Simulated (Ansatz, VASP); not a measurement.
## Two plane-wave programs on ZrC

```xyz
2
Lattice="0.0000 2.3553 2.3553 2.3553 0.0000 2.3553 2.3553 2.3553 0.0000" Properties=species:S:1:pos:R:3 pbc="T T T"
Zr    0.0000    0.0000    0.0000
C     2.3553    2.3553    2.3553
```

Change from the starting cell: species swapped into the BaS type (Fm-3m, No. 225).

Alike in both runs: functional PBE; k mesh 7 × 7 × 7; occupations gaussian, width 0.2 eV; no spin polarisation.

Ansatz relaxed the structure, and its values are those at the end. VASP's run is a single point on that final structure, the one shown.

|  | VASP | Ansatz |
| --- | --- | --- |
| version | VASP 6.6.1 | Ansatz 0.2.0 |
| potentials or method | VASP PAW PBE potentials, release 64 (Zr_sv, C), cutoff 600 eV | scalar-relativistic, plane waves, PAW |
| valence electrons in the cell | 16 | 16 |

|  | VASP | Ansatz | Ansatz less VASP |
| --- | --- | --- | --- |
| gap on the k mesh at the Fermi level (eV) | none | none | - |
| pressure (GPa) | 0.0 | -0.2 | -0.18 |

A gap of «none» marks a metal or a gap that the smearing closes.
